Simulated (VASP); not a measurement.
Write the native input for VASP 6.6.1 that does the following.

```
Task                   : single point
Functional             : PBEsol
Potentials or basis    : VASP PAW PBE potentials, release 64 (Ge_d)
Cutoff                 : 520 eV
k mesh                 : 7 × 7 × 7
Occupations            : fermi-dirac, width 0.05 eV
Spin                   : no spin polarisation
Dipole correction      : no
Further INCAR settings : ALGO = Normal; EDIFF = 1e-06; NBANDS = 36
```

The structure of Ge lies in POSCAR:

```
Ge
1.0
    0.0000000000      2.8857400000      5.1156650000
    2.6304970000      0.0000000000      5.1156650000
    2.6304970000      2.8857400000      0.0000000000
Ge
4
Direct
    0.7264900000      0.2735100000      0.7264900000
    0.2735100000      0.7264900000      0.2735100000
    0.2181330000      0.2181330000      0.7818670000
    0.7818670000      0.7818670000      0.2181330000
```

These files were run (other wordings do the same):

INCAR

```
SYSTEM = Ge
PREC = Accurate ; ENCUT = 520
EDIFF = 1E-6 ; ISMEAR = -1
SIGMA = 0.05 ; LREAL = .FALSE.
LASPH = .TRUE. ; NELM = 60
ALGO = Normal ; ISIF = 2
LWAVE = .FALSE. ; LCHARG = .FALSE.
GGA = PS ; NBANDS = 36
```

KPOINTS

```
regular mesh
0
G
  7 7 7
  0 0 0
```

Potentials or basis: VASP PAW PBE potentials, release 64 (Ge_d).

Command:

```console
$ cat potpaw_PBE.64/Ge_d/POTCAR > POTCAR
$ mpirun -np 1 vasp_std > vasp.out
```

Results of the run:

The pressure is -3.7 GPa. The largest force is 0.042 eV/Å and the band gap on the k mesh is zero (band 28 reaches 7.22 eV, above the bottom of band 29 at 4.51 eV).

Caveat: the PAW data sets were made with another functional, which shifts forces and pressure a little.

Wall time 90 s on 1 thread of Intel(R) Xeon(R) Platinum 8481C CPU @ 2.70GHz (Sapphire Rapids) (shared host), peak memory 0.32 GiB.
